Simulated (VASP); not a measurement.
# C (Pm-3m) in VASP: further runs

C is run at these levels: r2SCAN, r2SCAN0; tasks: single point.

Everything below comes from runs of VASP 6.6.1. Logs are shortened: lines on timing, memory, paths and dates and some standing lists are left out, and cuts for length are marked.

## (1) The cell of the first run

Symmetry: Pm-3m, No. 221, cubic system. Conventional cell: a = 1.770 Å, b = 1.770 Å, c = 1.770 Å, α = 90.00°, β = 90.00°, γ = 90.00°. C (site symmetry m-3m) has 6 C at 1.77 Å within 2.4 Å.

## (2) Single point, r2SCAN

The input, POSCAR:

```
C
1.0
    1.7699689495      0.0000000000      0.0000000000
    0.0000000000      1.7699689495      0.0000000000
    0.0000000000      0.0000000000      1.7699689495
C
1
Direct
    0.0000000000      0.0000000000      0.0000000000
```

The input, INCAR.step1:

```
SYSTEM = C
ALGO     = Normal         ! electronic algorithm
EDIFF    = 1E-4           ! SCF threshold, eV
ENCUT    = 520            ! plane-wave cutoff, eV
GGA      = PE             ! functional
ISMEAR   = -1             ! smearing method
LASPH    = .TRUE.         ! aspherical terms in the spheres
LCHARG   = .FALSE.        ! write CHGCAR
LREAL    = .FALSE.        ! projectors in reciprocal space
LWAVE    = .TRUE.         ! write WAVECAR
NBANDS   = 8              ! bands
NELM     = 100            ! most SCF steps
PREC     = Accurate       ! precision mode
SIGMA    = 0.1            ! smearing width, eV
```

The input, INCAR.step2:

```
SYSTEM = C
ALGO     = Normal         ! electronic algorithm
EDIFF    = 1E-6           ! SCF threshold, eV
ENCUT    = 520            ! plane-wave cutoff, eV
ISIF     = 2              ! what is computed and relaxed
ISMEAR   = -1             ! smearing method
ISTART   = 1            
LASPH    = .TRUE.         ! aspherical terms in the spheres
LCHARG   = .TRUE.         ! write CHGCAR
LELF     = .TRUE.         ! ELF
LMIXTAU  = .TRUE.       
LREAL    = .FALSE.        ! projectors in reciprocal space
LVHAR    = .TRUE.       
LWAVE    = .FALSE.        ! write WAVECAR
METAGGA  = R2SCAN         ! meta-GGA
NBANDS   = 8              ! bands
NELM     = 100            ! most SCF steps
PREC     = Accurate       ! precision mode
SIGMA    = 0.1            ! smearing width, eV
```

The input, KPOINTS:

```
k-points
0
G
  9 9 9
  0 0 0
```

Potentials or basis: VASP PAW PBE potentials, release 64 (C).

Launch:

```console
$ cat potpaw_PBE.64/C/POTCAR > POTCAR
$ cp INCAR.step1 INCAR
$ mpirun -np 1 vasp_std > vasp.out
$ cp INCAR.step2 INCAR
$ mpirun -np 1 vasp_std > vasp.out
```

OUTCAR:

```text
SYSTEM = C
   EDIFF = 1E-6
   ENCUT = 520
   ISIF = 2
   ISMEAR = -1
   ISTART = 1
   LASPH = .TRUE.
   LREAL = .FALSE.
   METAGGA = R2SCAN
   NELM = 100
   PREC = Accurate

 ion  position               nearest neighbor table
   1  0.000  0.000  0.000-

  LATTYP: Found a simple cubic cell.
 ALAT       =     1.7699689495

  Lattice vectors:

 A1 = (   1.7699689495,   0.0000000000,   0.0000000000)
 A2 = (   0.0000000000,   1.7699689495,   0.0000000000)
 A3 = (   0.0000000000,   0.0000000000,   1.7699689495)

Analysis of symmetry for initial positions (statically):
=====================================================================
 Subroutine PRICEL returns:
 Original cell was already a primitive cell.

 Routine SETGRP: Setting up the symmetry group for a
 simple cubic supercell.

 Subroutine GETGRP returns: Found 48 space group operations
 (whereof 48 operations were pure point group operations)
 out of a pool of 48 trial point group operations.

The static configuration has the point symmetry O_h .

Analysis of symmetry for dynamics (positions and initial velocities):
=====================================================================
 Subroutine PRICEL returns:
 Original cell was already a primitive cell.

 Routine SETGRP: Setting up the symmetry group for a
 simple cubic supercell.

 Subroutine GETGRP returns: Found 48 space group operations
 (whereof 48 operations were pure point group operations)
 out of a pool of 48 trial point group operations.

The dynamic configuration has the point symmetry O_h .

 Subroutine INISYM returns: Found 48 space group operations
 (whereof 48 operations are pure point group operations),
 and found     1 'primitive' translations

----------------------------------------------------------------------------------------

                                     Primitive cell

  volume of cell :       5.5449

  direct lattice vectors                    reciprocal lattice vectors
     1.769968949  0.000000000  0.000000000     0.564981663  0.000000000  0.000000000
     0.000000000  1.769968949  0.000000000     0.000000000  0.564981663  0.000000000
     0.000000000  0.000000000  1.769968949     0.000000000  0.000000000  0.564981663

  length of vectors
     1.769968949  1.769968949  1.769968949     0.564981663  0.564981663  0.564981663

[... 77 lines left out ...]
   NELM   =    100;   NELMIN=  2; NELMDL=  0     # of ELM steps
   EDIFF  = 0.1E-05   stopping-criterion for ELM
   LREAL  =      F    real-space projection
   EDIFFG = 0.1E-04   stopping-criterion for IOM
   NSW    =      0    number of steps for IOM
   IBRION =     -1    ionic relax: 0-MD 1-quasi-New 2-CG
   NFREE  =      0    steps in history (QN), initial steepest desc. (CG)
   ISIF   =      2    stress and relaxation
   ISYM   =      2    0-nonsym 1-usesym 2-fastsym
   POTIM  = 0.5000    time-step for ionic-motion
   TEBEG  =    0.0;   TEEND  =   0.0 temperature during run
   PSTRESS=    0.0 pullay stress
   NELECT =       4.0000    total number of electrons
   NUPDOWN=      -1.0000    fix difference up-down
   EMIN   =  10.00;   EMAX   =-10.00  energy-range for DOS
   EFERMI =   0.00;   METHOD = LEGACY
   ISMEAR =    -1;   SIGMA  =   0.10  broadening in eV -4-tet -1-fermi 0-gaus
   EFERMI_NEDOS =   21; number of points for ismear=-14 and -15
   IALGO  =     38    algorithm
   IMIX   =      4    mixing-type and parameters
     AMIX     =   0.40;   BMIX     =  1.00
     AMIX_MAG =   1.60;   BMIX_MAG =  1.00
  volume/ion in A,a.u.               =       5.54        37.42
  Fermi-wavevector in a.u.,A,eV,Ry     =   1.468236  2.774564 29.330307  2.155717
  Thomas-Fermi vector in A             =   2.583758
   LORBIT       =      0    0 simple, 1 ext, 2 COOP (PROOUT), +10 PAW based schemes
   METAGGA = R2SCAN    functional components
   LHFCALC =     F    Hartree Fock is set to
   AEXX    =    0.0000 exact exchange contribution
   IVDW    =     0    specifies the selected vdW correction
   LEPSILON=     F    determine dielectric tensor
   LRPA    =     F    only Hartree local field effects (RPA)
 non-spin polarized calculation
  energy-cutoff  :      520.00
  volume of cell :        5.54
 maximum number of plane-waves:       159
 NGX is ok and might be reduce to    14
   NGX =  7   NGY =  7   NGZ =  7

 number of electron       4.0000000 magnetization

 Free energy of the ion-electron system (eV)
  ---------------------------------------------------
  ext. energy  EPLUGINS =         0.00000000
  ---------------------------------------------------
  free energy    TOTEN  =        -7.05112088 eV

  energy without entropy =       -7.04228896  energy(sigma->0) =       -7.04670492

 E-fermi :  11.6718     XC(G=0): -14.9310

 val. band max:       11.5690869963   @ k =   0.2222   0.0000   0.0000
 cond. band min:      11.8178207509   @ k =   0.2222   0.2222   0.1111
 fundamental gap:      0.2487337546
 Fermi energy:        11.6718090206

 k-point     1 :       0.0000    0.0000    0.0000
  band No.  band energies     occupation
      1     -12.4678      2.00000
      2      21.0406      0.00000
      3      21.0406      0.00000
      4      21.0406      0.00000
      5      37.5634      0.00000
      6      37.5634      0.00000
      7      44.1915      0.00000
      8      70.0310      0.00000
[... 243 lines left out ...]
 k-point    24 :       0.4444    0.3333    0.1111
  band No.  band energies     occupation
      1       0.1758      2.00000
      2       4.2763      2.00000
      3      12.7968      0.00003
      4      25.2199      0.00000
      5      26.0224      0.00000
      6      45.6588      0.00000
      7      50.3250      0.00000
      8      60.4579      0.00000

 [... further k-points ...]

------------------------ aborting loop because EDIFF is reached ----------------------------------------

  FORCE on cell =-STRESS in cart. coord.  units (eV):
  Direction    XX          YY          ZZ          XY          YZ          ZX
  --------------------------------------------------------------------------------------
  -------------------------------------------------------------------------------------
  Total        0.1690456      0.1690456      0.1690456      0.0000000      0.0000000      0.0000000
  in kB       48.8447130     48.8447130     48.8447130      0.0000000      0.0000000      0.0000000
  external PRESSURE =      48.8447130 kB  Pullay stress =       0.0000000 kB

 VOLUME and BASIS-vectors are now :
 -----------------------------------------------------------------------------
  energy-cutoff  :      520.00
  volume of cell :        5.54
      direct lattice vectors                 reciprocal lattice vectors
     1.769968949  0.000000000  0.000000000     0.564981663  0.000000000  0.000000000
     0.000000000  1.769968949  0.000000000     0.000000000  0.564981663  0.000000000
     0.000000000  0.000000000  1.769968949     0.000000000  0.000000000  0.564981663

 POSITION                                       TOTAL-FORCE (eV/Angst)
 -----------------------------------------------------------------------------------
      0.00000      0.00000      0.00000         0.000000      0.000000      0.000000
 -----------------------------------------------------------------------------------
    total drift:                               -0.000000     -0.000000     -0.000000

  FREE ENERGIE OF THE ION-ELECTRON SYSTEM (eV)
  ---------------------------------------------------
  free  energy   TOTEN  =        -7.0511208784 eV

  energy  without entropy=       -7.0422889589  energy(sigma->0) =       -7.04670492
```

Run time: 9.3 s. Hardware: 1 thread of Intel Xeon Platinum 8259CL at 2.50GHz (Skylake/Cascade Lake), shared host; peak memory 0.1 GiB.

Results:

- Free energy: -7.0511 eV
- Pressure: 4.9 GPa
- Band gap on the k mesh: zero (band 2 reaches 21.04 eV, above the bottom of band 3 at 9.20 eV)

Levels at points of the mesh, in eV from the Fermi level:
| k point | band 1 | band 2 | band 3 | band 4 | band 5 | band 6 |
| --- | --- | --- | --- | --- | --- | --- |
| (0.00, 0.00, 0.00) | -24.14 | 9.37 | 9.37 | 9.37 | 25.89 | 25.89 |

Caveat: the k points lie up to 0.39 Å⁻¹ apart; the PAW data sets were made with another functional, which shifts forces and pressure a little.

## (3) Single point, r2SCAN0

POSCAR is that of step 2.

The input, INCAR.step1:

```
SYSTEM = C
PREC = Accurate
ENCUT = 520
EDIFF = 1E-5
ISMEAR = -1
SIGMA = 0.1
LREAL = .False.
LASPH = .True.
NELM = 80
ALGO = Normal
ISIF = 2
LWAVE = .True.
NBANDS = 8
GGA = PE
```

The input, INCAR.step2:

```
SYSTEM = C
PREC = Accurate
ENCUT = 520
EDIFF = 1E-6
ISMEAR = -1
SIGMA = 0.1
LREAL = .False.
LASPH = .True.
NELM = 80
ALGO = Normal
ISIF = 2
LWAVE = .False.
LCHARG = .True.
METAGGA = R2SCAN
LHFCALC = .True.
AEXX = 0.25
LMIXTAU = .True.
PRECFOCK = Normal
LELF = .True.
LVHAR = .True.
NBANDS = 8
ISTART = 1
```

The input, KPOINTS:

```
Automatic mesh
0
Gamma
  9 9 9
  0 0 0
```

Potentials or basis: VASP PAW PBE potentials, release 64 (C).

Launch:

```console
$ cat potpaw_PBE.64/C/POTCAR > POTCAR
$ cp INCAR.step1 INCAR
$ mpirun -np 1 vasp_std > vasp.out
$ cp INCAR.step2 INCAR
$ mpirun -np 1 vasp_std > vasp.out
```

OUTCAR:

```text
SYSTEM = C
   PREC = Accurate
   ENCUT = 520
   EDIFF = 1E-6
   ISMEAR = -1
   LREAL = .False.
   LASPH = .True.
   NELM = 80
   ISIF = 2
   METAGGA = R2SCAN
   LHFCALC = .True.
   AEXX = 0.25
   PRECFOCK = Normal
   ISTART = 1

 ion  position               nearest neighbor table
   1  0.000  0.000  0.000-

  LATTYP: Found a simple cubic cell.
 ALAT       =     1.7699689495

  Lattice vectors:

 A1 = (   1.7699689495,   0.0000000000,   0.0000000000)
[... 451 lines left out ...]
      7      51.6158      0.00000
      8      62.0576      0.00000

 [... further k-points ...]

------------------------ aborting loop because EDIFF is reached ----------------------------------------

  FORCE on cell =-STRESS in cart. coord.  units (eV):
  Direction    XX          YY          ZZ          XY          YZ          ZX
  --------------------------------------------------------------------------------------
  -------------------------------------------------------------------------------------
  Total       -0.1888782     -0.1888782     -0.1888782     -0.0000000      0.0000000     -0.0000000
  in kB      -54.5752142    -54.5752142    -54.5752142     -0.0000000      0.0000000     -0.0000000
  external PRESSURE =     -54.5752142 kB  Pullay stress =       0.0000000 kB

 VOLUME and BASIS-vectors are now :
 -----------------------------------------------------------------------------
  energy-cutoff  :      520.00
  volume of cell :        5.54
      direct lattice vectors                 reciprocal lattice vectors
     1.769968949  0.000000000  0.000000000     0.564981663  0.000000000  0.000000000
     0.000000000  1.769968949  0.000000000     0.000000000  0.564981663  0.000000000
     0.000000000  0.000000000  1.769968949     0.000000000  0.000000000  0.564981663

 POSITION                                       TOTAL-FORCE (eV/Angst)
 -----------------------------------------------------------------------------------
      0.00000      0.00000      0.00000         0.000000      0.000000      0.000000
 -----------------------------------------------------------------------------------
    total drift:                                0.000000      0.000000     -0.000000

  FREE ENERGIE OF THE ION-ELECTRON SYSTEM (eV)
  ---------------------------------------------------
  free  energy   TOTEN  =        -8.5330411970 eV

  energy  without entropy=       -8.5274919372  energy(sigma->0) =       -8.53026657
```

OSZICAR.step1:

```text
N       E                     dE             d eps       ncg     rms          rms(c)
DAV:   1    -0.488392176311E+01   -0.48839E+01   -0.25828E+03   608   0.501E+02
DAV:   2    -0.649092120249E+01   -0.16070E+01   -0.14906E+01   736   0.301E+01
DAV:   3    -0.649441952759E+01   -0.34983E-02   -0.34979E-02   680   0.147E+00
DAV:   4    -0.649442009759E+01   -0.57001E-06   -0.56912E-06   816   0.175E-02
DAV:   5    -0.649442009783E+01   -0.23931E-09   -0.17849E-09   672   0.176E-04    0.198E+00
DAV:   6    -0.648258993528E+01    0.11830E-01   -0.11742E-02   568   0.707E-01    0.123E+00
DAV:   7    -0.648204572039E+01    0.54421E-03   -0.16887E-02   560   0.912E-01    0.152E-01
DAV:   8    -0.648219077216E+01   -0.14505E-03   -0.28182E-04   592   0.131E-01    0.185E-02
DAV:   9    -0.648218904586E+01    0.17263E-05   -0.18711E-05   672   0.295E-02
   1 F= -.64821890E+01 E0= -.64776171E+01  d E =-.914396E-02
```

Wall time 3.4 min (1 thread of Intel Xeon Platinum 8259CL at 2.50GHz (Skylake/Cascade Lake), shared host); peak memory 0.11 GiB.

What came out:

| Quantity | Value |
| --- | --- |
| Free energy | -8.5330 eV |
| Pressure | -5.5 GPa |
| Band gap on the k mesh | zero (band 2 reaches 22.59 eV, above the bottom of band 3 at 8.68 eV) |

Caveat: the k points lie up to 0.39 Å⁻¹ apart; the PAW data sets were made with another functional, which shifts forces and pressure a little.
